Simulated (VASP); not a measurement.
A run of VASP 6.6.1:

Contents of POSCAR:

```
Al16Ru
1.0
    5.7275650000      0.0000000000      0.0000000000
    2.8637820000      4.9602170000      0.0000000000
    0.0000000000      0.0000000000     18.0148060000
Al Ru
16 1
Direct
    0.0000000000      0.0000000000      0.0555098956
    0.5000000873      0.0000000000      0.0555098956
   -0.0000000504      0.5000001008      0.0555098956
    0.5000000369      0.5000001008      0.0555098956
    0.1637615793      0.1609504181      0.1809276214
    0.6636619238      0.1634988953      0.1795866689
    0.1633795870      0.6642100537      0.1820118962
    0.6621235171      0.6642783975      0.1811670911
   -0.1734970503      0.3288932722      0.3035181728
    0.3318594713      0.3232743648      0.3051663171
   -0.1817760347      0.8388149148      0.3065301952
    0.3326681220      0.8312255290      0.3112705183
   -0.0155733619     -0.0095955479      0.4334582898
    0.4955172510     -0.0641802566      0.4695424974
    0.0050629676      0.5046140118      0.4238436428
    0.4710400354      0.4743736010      0.4328780449
   -0.1788788745      0.3679740221      0.5134388347
```

File INCAR.step1:

```
SYSTEM = Al16Ru
PREC = Accurate
ENCUT = 520
ISMEAR = 0
SIGMA = 0.15
LREAL = Auto
LASPH = .True.
NELM = 80
NBANDS = 45
GGA = PE
ALGO = Normal
EDIFF = 1E-4
LWAVE = .True.
LCHARG = .False.
```

INCAR.step2

```
SYSTEM = Al16Ru
PREC = Accurate
ENCUT = 520
EDIFF = 1E-6
ISMEAR = 0
SIGMA = 0.15
LREAL = Auto
LASPH = .True.
NELM = 80
ALGO = Normal
ISIF = 2
LWAVE = .False.
LCHARG = .True.
METAGGA = R2SCAN
LMIXTAU = .True.
IVDW = 12
VDW_S6 = 1.0
VDW_S8 = 0.78981345
VDW_A1 = 0.49484001
VDW_A2 = 5.73083694
LELF = .True.
LVHAR = .True.
NBANDS = 45
ISTART = 1
```

Contents of KPOINTS:

```
Automatic mesh
0
Gamma
  3 3 1
  0 0 0
```

Potentials or basis: VASP PAW PBE potentials, release 64 (Al, Ru_pv).

The run is started by

```bash
$ cat potpaw_PBE.64/Al/POTCAR potpaw_PBE.64/Ru_pv/POTCAR > POTCAR
$ cp INCAR.step1 INCAR
$ mpirun -np 1 vasp_std > vasp.out
$ cp INCAR.step2 INCAR
$ mpirun -np 1 vasp_std > vasp.out
```

Hardware: 1 thread of Intel(R) Xeon(R) 6975P-C (Granite Rapids), on a shared host.

Task: Estimate the wall time of this run.

Result: It took 9.1 min on 1 thread of Intel(R) Xeon(R) 6975P-C (Granite Rapids) (shared host), peak memory 0.77 GiB. Counts: k points 5.
